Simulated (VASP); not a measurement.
## ZnO (zincite): single point with revPBE

**Measured values to compare with.**

From “Electronic structure of alkaline earth and post-transition metal oxides”, 2009, arxiv:0908.1581, for a bulk crystal of ZnO: band gap 3.37 eV.

Crystal: ZnO (zincite).

```
CELL_PARAMETERS angstrom
3.30765 0.00000 0.00000
-1.65383 2.86451 0.00000
0.00000 0.00000 5.33571
ATOMIC_POSITIONS crystal
Zn 0.66667 0.33333 0.99986
Zn 0.33333 0.66667 0.49986
O 0.33333 0.66667 0.87915
O 0.66667 0.33333 0.37915
```

| Property | Result |
| --- | --- |
| Program | VASP 6.6.1 |
| Task | single point |
| Functional | revPBE |
| Potentials or basis | VASP PAW PBE potentials, release 64 (Zn, O) |
| Cutoff | 520 eV |
| k mesh | 9 × 9 × 5 |
| Occupations | fermi-dirac, width 0.05 eV |
| Spin | no spin polarisation |

| Item | Value |
| --- | --- |
| Pressure | 0.9 GPa |
| Band gap on the k mesh | 0.76 eV, direct |

Levels at points of the mesh, in eV from the valence-band top:
```tsv
k point	band 15	band 16	band 17	band 18	band 19	band 20	band 21	band 22
(0.00, 0.00, 0.00)	-0.72	-0.07	0.00	0.00	0.76	5.07	8.08	12.67
```

It took 84 s on 1 thread of Intel(R) Xeon(R) Platinum 8488C (Sapphire Rapids) (shared host), peak memory 0.19 GiB.

Against the measured gap of ZnO, 3.37 eV (quoted in “Electronic structure of alkaline earth and post-transition metal oxides”, 2009, arxiv:0908.1581), the calculated 0.76 eV is off by -2.61 eV. So large a miss can be the level of theory's own, or it may mean another phase, state or a wrong row. The value is that of revPBE, without temperature or zero-point motion. Semilocal functionals fall short of measured gaps as a rule.

Caveat: the PAW data sets were made with another functional, which shifts forces and pressure a little.
